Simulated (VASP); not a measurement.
Set up this calculation in VASP 6.6.1, as the native input.

```yaml
Task: single point
Functional: PBE
Dispersion: D3(BJ)
Potentials_or_basis: VASP PAW PBE potentials, release 64 (Ge_d, F)
Cutoff: 520 eV
k_mesh: 7 × 7 × 1
Occupations: gaussian, width 0.1 eV
Spin: no spin polarisation
Dipole_correction: yes
Further_INCAR_settings: ALGO = Normal; EDIFF = 1e-07; NBANDS = 40
```

The structure of Ge4F lies in POSCAR:

```
Ge4F
1.0
    4.0303587907      0.0000000000      0.0000000000
    0.0000000000      4.0303587907      0.0000000000
    0.0000000000      0.0000000000     21.6416627718
Ge F
4 1
Direct
    0.0000000000      0.5000000000      0.1848286817
    0.0000000000      0.0000000000      0.2506714513
    0.5000000000      0.0000000000      0.3196569899
    0.5000000000      0.5000000000      0.3854446333
    0.8750000000      0.8750000000      0.5379282957
```

These files were run (other wordings do the same):

INCAR

```
SYSTEM = Ge4F
  ALGO = Normal
  DIPOL = 0.5 0.5 0.336
  EDIFF = 1E-7
  ENCUT = 520
  GGA = PE
  IDIPOL = 3
  ISIF = 2
  ISMEAR = 0
  IVDW = 12
  LASPH = .True.
  LCHARG = .False.
  LDIPOL = .True.
  LREAL = .False.
  LWAVE = .False.
  NBANDS = 40
  NELM = 100
  PREC = Accurate
  SIGMA = 0.1
```

KPOINTS

```
k-points
0
Gamma
  7 7 1
  0 0 0
```

Potentials or basis: VASP PAW PBE potentials, release 64 (Ge_d, F).

Launch:

```console
$ cat potpaw_PBE.64/Ge_d/POTCAR potpaw_PBE.64/F/POTCAR > POTCAR
$ mpirun -np 1 vasp_std > vasp.out
```

Results of the run:

```
Largest force              : 0.525 eV/Å
Band gap on the k mesh     : zero (an odd number of electrons rules out a gap without spin polarisation)
Dispersion energy per atom : -0.176 eV
```

Caveat: an odd number of electrons without spin polarisation forces a metal; a magnetic or distorted state may lie lower.

Run time: 6.2 min on 1 thread of Intel(R) Xeon(R) 6975P-C (Granite Rapids), with other jobs on the host, peak memory 0.54 GiB.
